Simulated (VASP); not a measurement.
# Sn3Te (Pm-3m) in VASP: a series of runs, part 2 of 2

VASP 6.6.1. Earlier steps stand in the parts before.

## Step 3: Relaxation of cell and atoms, PBEsol, target pressure 30 GPa, at which the enthalpy is minimised

Contents of INCAR:

```
ALGO = Normal ; EDIFF = 1E-7
EDIFFG = -0.01 ; ENCUT = 600
GGA = PS ; IBRION = 2
ISIF = 3 ; ISMEAR = -1
LASPH = True ; LCHARG = False
LREAL = False ; LWAVE = False
NELM = 100 ; NSW = 80
PREC = Accurate ; PSTRESS = 300.0
SIGMA = 0.05
```

Contents of KPOINTS:

```
k-points
0
Gamma
  6 6 6
```

Contents of POSCAR:

```
Sn3Te
1.0
    4.8656220000      0.0000000000      0.0000000000
    0.0000000000      4.8656220000      0.0000000000
    0.0000000000      0.0000000000      4.8656220000
Te Sn
1 3
Direct
    0.0000000000      0.0000000000      0.0000000000
    0.0000000000      0.5000000000      0.5000000000
    0.5000000000      0.0000000000      0.5000000000
    0.5000000000      0.5000000000      0.0000000000
```

Potentials or basis: VASP PAW PBE potentials, release 64 (Te, Sn_d).

On the command line:

```
$ cat potpaw_PBE.64/Te/POTCAR potpaw_PBE.64/Sn_d/POTCAR > POTCAR
$ mpirun -np 1 vasp_std > vasp.out
```

OUTCAR:

```text
EDIFF = 1E-7
   EDIFFG = -0.01
   ENCUT = 600
   GGA = PS
   IBRION = 2
   ISIF = 3
   ISMEAR = -1
   LASPH = True
   LREAL = False
   NELM = 100
   NSW = 80
   PREC = Accurate
   PSTRESS = 300.0

 ion  position               nearest neighbor table
   1  0.000  0.000  0.000-   2 3.44   3 3.44   4 3.44   2 3.44   3 3.44   2 3.44   4 3.44   2 3.44
                             3 3.44   4 3.44   3 3.44   4 3.44
   2  0.000  0.500  0.500-   1 3.44   3 3.44   4 3.44   1 3.44   4 3.44   1 3.44   3 3.44   1 3.44
                             3 3.44   4 3.44   4 3.44   3 3.44
   3  0.500  0.000  0.500-   1 3.44   2 3.44   4 3.44   1 3.44   4 3.44   2 3.44   4 3.44   4 3.44
                             1 3.44   2 3.44   1 3.44   2 3.44
   4  0.500  0.500  0.000-   1 3.44   2 3.44   3 3.44   2 3.44   3 3.44   1 3.44   3 3.44   3 3.44
                             1 3.44   2 3.44   2 3.44   1 3.44

  LATTYP: Found a simple cubic cell.
 ALAT       =     4.8656220000

  Lattice vectors:

 A1 = (   4.8656220000,   0.0000000000,   0.0000000000)
 A2 = (   0.0000000000,   4.8656220000,   0.0000000000)
 A3 = (   0.0000000000,   0.0000000000,   4.8656220000)

Analysis of symmetry for initial positions (statically):
=====================================================================
 Subroutine PRICEL returns:
 Original cell was already a primitive cell.

 Routine SETGRP: Setting up the symmetry group for a
 simple cubic supercell.

[... 160 lines left out ...]
 Free energy of the ion-electron system (eV)
  ---------------------------------------------------
  ext. energy  EPLUGINS =         0.00000000
  ---------------------------------------------------
  free energy    TOTEN  =       -16.07962283 eV

  energy without entropy =      -16.05551453  energy(sigma->0) =      -16.06756868

 E-fermi :   7.4684     XC(G=0): -10.2005

 val. band max:        7.4519317578   @ k =   0.1667   0.0000   0.0000
 cond. band min:       7.4998192443   @ k =   0.1667   0.0000   0.0000
 fundamental gap:      0.0478874865
 Fermi energy:         7.4684143526

 k-point     1 :       0.0000    0.0000    0.0000
  band No.  band energies     occupation
      1     -14.0583      2.00000
      2     -14.0583      2.00000
      3     -14.0583      2.00000
      4     -14.0394      2.00000
      5     -14.0394      2.00000
      6     -14.0170      2.00000
[... 724 lines left out ...]
  energy  without entropy=      -14.9349352865  energy(sigma->0) =      -14.94901348

  enthalpy is  TOTEN    =         1.2415682062 eV   P V=       16.2046598797

[... ionic steps 4 to 14 ...]

--------------------------------------- Ionic step       15  -------------------------------------------

 number of electron      48.0000014 magnetization

------------------------ aborting loop because EDIFF is reached ----------------------------------------
[... 75 lines left out ...]
--------------------------------------- Ionic step       17  -------------------------------------------

 number of electron      48.0000014 magnetization

 Free energy of the ion-electron system (eV)
  ---------------------------------------------------
  ext. energy  EPLUGINS =         0.00000000
  ---------------------------------------------------
  free energy    TOTEN  =       -14.13547698 eV

  energy without entropy =      -14.11796443  energy(sigma->0) =      -14.12672070

 E-fermi :  12.3527     XC(G=0): -11.8948

 val. band max:       12.2652917663   @ k =   0.5000   0.1667   0.0000
 cond. band min:      12.4244347444   @ k =   0.5000   0.1667   0.1667
 fundamental gap:      0.1591429781
 Fermi energy:        12.3527310107

 k-point     1 :       0.0000    0.0000    0.0000
  band No.  band energies     occupation
      1      -9.5585      2.00000
      2      -9.5585      2.00000
      3      -9.5585      2.00000
      4      -9.5277      2.00000
      5      -9.4077      2.00000
      6      -9.4077      2.00000
[... 644 lines left out ...]
  energy  without entropy=      -14.1179644271  energy(sigma->0) =      -14.12672070

  enthalpy is  TOTEN    =         1.0718409937 eV   P V=       15.2073179716

 reached required accuracy - stopping structural energy minimisation
```

OSZICAR:

```text
N       E                     dE             d eps       ncg     rms          rms(c)
DAV:   1     0.453745392784E+03    0.45375E+03   -0.25817E+04  1124   0.257E+03
DAV:   2     0.422190161837E+02   -0.41153E+03   -0.40507E+03  1128   0.594E+02
DAV:   3    -0.129380672187E+02   -0.55157E+02   -0.52705E+02  1300   0.193E+02
DAV:   4    -0.160246077626E+02   -0.30865E+01   -0.29774E+01  1288   0.432E+01
[... 170 lines left out ...]
DAV:   4    -0.141354850654E+02    0.20495E-04   -0.34956E-05  1652   0.555E-02    0.281E-02
DAV:   5    -0.141354796360E+02    0.54294E-05   -0.18316E-06  1220   0.103E-02    0.123E-02
DAV:   6    -0.141354773560E+02    0.22799E-05   -0.89989E-07  1148   0.964E-03    0.109E-03
DAV:   7    -0.141354770501E+02    0.30597E-06   -0.57458E-08   572   0.246E-03    0.757E-04
DAV:   8    -0.141354769779E+02    0.72185E-07   -0.29304E-08   564   0.159E-03
  17 F= 0.10718410E+01 E0= 0.10805973E+01  d E =-.841141E-03
```

It took 8.3 min on 1 thread of Intel Xeon Platinum 8488C (Sapphire Rapids), shared host; peak memory 0.28 GiB.

What came out:

```yaml
Free_energy: -14.1355 eV
Relaxed_volume: 20.30 Å³/atom
Relaxed_cell: a = 4.331 Å, b = 4.331 Å, c = 4.331 Å, α = 90.00°, β = 90.00°, γ = 90.00°
Space_group_after_relaxing_to_0.1_Å: Pm-3m (No. 221)
Energy_change_on_relaxing_the_run_minimises_the_enthalpy: +486.0 meV/atom
Ionic_steps: 17
Pressure_after_relaxing: 30.0 GPa
Band_gap_on_the_k_mesh: zero (bands 24 and 25 overlap by 5.85 eV)
```

The path:
```tsv
step	energy change (eV)	largest force (eV/Å)	pressure (GPa)	volume (Å³)
1	0.0000	0.0000	-2.36	115.19
2	38.0370	0.0000	454.02	42.89
3	1.1165	0.0000	20.32	86.54
4	1.4445	0.0000	24.23	84.18
5	1.9705	0.0000	30.30	81.08
6	1.8584	0.0000	29.02	81.68
7	1.8634	0.0000	29.08	81.65
8	1.8785	0.0000	29.30	81.57
9	1.8788	0.0000	29.25	81.57
10	1.8795	0.0000	29.27	81.57
11	1.8810	0.0000	29.28	81.56
12	1.8839	0.0000	29.31	81.54
13	1.8898	0.0000	29.38	81.51
14	1.9015	0.0000	29.51	81.45
15	1.9252	0.0000	29.78	81.32
16	1.9731	0.0000	30.33	81.06
17	1.9441	0.0000	30.00	81.22
```

Final structure:
```
Te Sn
1.0
     4.33059    0.00000    0.00000
     0.00000    4.33059    0.00000
     0.00000    0.00000    4.33059
Te Sn
1 3
Direct
  0.00000 0.00000 0.00000
  0.00000 0.50000 0.50000
  0.50000 0.00000 0.50000
  0.50000 0.50000 0.00000
```

Levels at points of the mesh, in eV from the Fermi level:
| k point | band 22 | band 23 | band 24 | band 25 | band 26 | band 27 |
| --- | --- | --- | --- | --- | --- | --- |
| (0.00, 0.00, 0.00) | -4.81 | 0.56 | 0.56 | 0.56 | 2.24 | 2.24 |
| (0.50, 0.00, 0.00) | -2.81 | -2.81 | -2.08 | -1.27 | 3.31 | 3.31 |
| (0.50, 0.50, 0.00) | -1.59 | -1.59 | -0.64 | -0.64 | -0.41 | -0.21 |
| (0.50, 0.50, 0.50) | -7.47 | -6.40 | 4.59 | 4.59 | 4.59 | 7.44 |

Caveat: the cell is relaxed towards a set pressure, so the run minimises the enthalpy, not the energy; the volume moved by over 15 % at a fixed basis, so the end points are rough; the PAW data sets were made with another functional, which shifts forces and pressure a little; spin-orbit coupling is left out, which moves the levels of the heavy elements.

The gap in the log of VASP goes by the Fermi energy; the results here count the filled bands.